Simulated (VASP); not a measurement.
Set up this calculation in VASP 6.6.1, as the native input.

```
Task                               : single point
Functional                         : HSE06
Potentials or basis                : VASP PAW PBE potentials, release 64 (Zr_sv, Se)
Cutoff                             : 400 eV
k mesh                             : 6 × 6 × 2
Occupations                        : gaussian, width 0.01 eV
Spin                               : no spin polarisation
Dipole correction                  : no
Grid for exact exchange (PRECFOCK) : Normal
Further INCAR settings             : ALGO = Normal; EDIFF = 1e-06; NBANDS = 19
Share of exact exchange            : 0.25
Screening parameter                : 0.2079 1/Å
```

The system is ZrSe2.

```xyz
3
Lattice="3.7881 0.0000 0.0000 -1.8941 3.2806 0.0000 0.0000 0.0000 6.1801" Properties=species:S:1:pos:R:3 pbc="T T T"
Zr    0.0000    0.0000    0.0000
Se    0.0000    2.1871    1.5686
Se    1.8941    1.0935    4.6115
```

These files were run (other wordings do the same):

POSCAR

```
ZrSe2
1.0
    3.7881123196      0.0000000000      0.0000000000
   -1.8940561598      3.2806015011      0.0000000000
    0.0000000000      0.0000000000      6.1800627021
Zr Se
1 2
Direct
    0.0000000000      0.0000000000      0.0000000000
    0.3333333333      0.6666666667      0.2538098226
    0.6666666667      0.3333333333      0.7461901774
```

INCAR.step1

```
PREC     = Accurate       # precision mode
ENCUT    = 400            # plane-wave cutoff, eV
EDIFF    = 1E-5           # SCF threshold, eV
ISMEAR   = 0              # smearing method
SIGMA    = 0.01           # smearing width, eV
LREAL    = False          # projectors in reciprocal space
LASPH    = True           # aspherical terms in the spheres
NELM     = 120            # most SCF steps
ALGO     = Normal         # electronic algorithm
ISIF     = 2              # what is computed and relaxed
LWAVE    = True           # write WAVECAR
GGA      = PE             # functional
NBANDS   = 19             # bands
GGA_COMPAT= False
```

INCAR.step2

```
PREC     = Accurate       # precision mode
ENCUT    = 400            # plane-wave cutoff, eV
EDIFF    = 1E-6           # SCF threshold, eV
ISMEAR   = 0              # smearing method
SIGMA    = 0.01           # smearing width, eV
LREAL    = False          # projectors in reciprocal space
LASPH    = True           # aspherical terms in the spheres
NELM     = 120            # most SCF steps
ALGO     = Normal         # electronic algorithm
ISIF     = 2              # what is computed and relaxed
LWAVE    = False          # write WAVECAR
LCHARG   = True           # write CHGCAR
GGA      = PE             # functional
LHFCALC  = True           # exact exchange
HFSCREEN = 0.2079         # screening, 1/A
PRECFOCK = Normal       
LELF     = True           # ELF
LVHAR    = True         
ISTART   = 1            
NBANDS   = 19             # bands
GGA_COMPAT= False
```

KPOINTS

```
regular mesh
0
Gamma
  6 6 2
```

Potentials or basis: VASP PAW PBE potentials, release 64 (Zr_sv, Se).

Launch:

```console
$ cat potpaw_PBE.64/Zr_sv/POTCAR potpaw_PBE.64/Se/POTCAR > POTCAR
$ cp INCAR.step1 INCAR
$ mpirun -np 1 vasp_std > vasp.out
$ cp INCAR.step2 INCAR
$ mpirun -np 1 vasp_std > vasp.out
```

Results of the run:

- Pressure: 0.2 GPa
- Largest force: 0.159 eV/Å
- Band gap on the k mesh: 0.97 eV (least direct gap 1.80 eV)

Caveat: the k points lie up to 0.51 Å⁻¹ apart; the PAW data sets were made with another functional, which shifts forces and pressure a little; this functional lacks dispersion, which binds the layers, so the pressure and a relaxed spacing across them are unreliable.

Run time: 12 min on 1 thread of AMD EPYC 9R45 96-Core Processor (Zen 5), on a shared host, peak memory 0.26 GiB.
